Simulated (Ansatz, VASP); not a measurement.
Al: VASP beside Ansatz

```xyz
4
Lattice="2.8545 0.0000 0.0000 -1.4273 2.4721 0.0000 0.0000 0.0000 9.3827" Properties=species:S:1:pos:R:3 pbc="T T T"
Al    0.0000    0.0000    0.0000
Al    0.0000    1.6481    2.3457
Al    0.0000    0.0000    4.6914
Al    1.4273    0.8240    7.0370
```

Alike in both runs: functional PBE; k mesh 18 × 18 × 6; occupations gaussian, width 0.1 eV; no spin polarisation.

Ansatz relaxed the structure, and its values are those at the end. VASP's run is a single point on that final structure, the one shown.

```csv
,VASP,Ansatz
version,VASP 6.6.1,Ansatz 0.2.0
potentials or method,"VASP PAW PBE potentials, release 64 (Al), cutoff 500 eV","scalar-relativistic, plane waves, PAW"
valence electrons in the cell,12,12
```

|  | VASP | Ansatz | Ansatz less VASP |
| --- | --- | --- | --- |
| gap on the k mesh at the Fermi level (eV) | none | none | - |
| pressure (GPa) | 0.0 | 0.0 | +0.04 |

A gap of «none» marks a metal or a gap that the smearing closes.
